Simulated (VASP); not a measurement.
Runs of VASP 6.6.1 on AlCo. The structure is that of space group P4/mmm (No. 123), or close to it. The cells are those of the table. 

```tsv
cell	gap on the mesh (eV)	pressure (GPa)
a = 3.045, b = 3.045, c = 2.707 Å, 2 atoms	none	-15.0
a = 2.932, b = 2.932, c = 2.594 Å, 2 atoms	none	(a)
a = 2.594, b = 2.594, c = 2.932 Å, 2 atoms	none	35.9
a = 2.594, b = 2.594, c = 3.045 Å, 2 atoms	none	24.8
a = 3.045, b = 3.045, c = 2.594 Å, 2 atoms	none	(b)
a = 2.707, b = 2.707, c = 3.045 Å, 2 atoms	none	3.2
```

Alike in all rows: task single point; level PBEsol; potentials or basis VASP PAW PBE potentials, release 64 (Al, Co); no spin polarisation; k mesh 16 × 16 × 16; cutoff (eV) 520; smearing gaussian 0.15 eV.

Problem. Fill in the values left out.

Solution. (a) 4.2; (b) -8.3.

Caveats: the PAW data sets were made with another functional, which shifts forces and pressure a little.

A gap of «none» marks levels without a gap at the run's occupations.
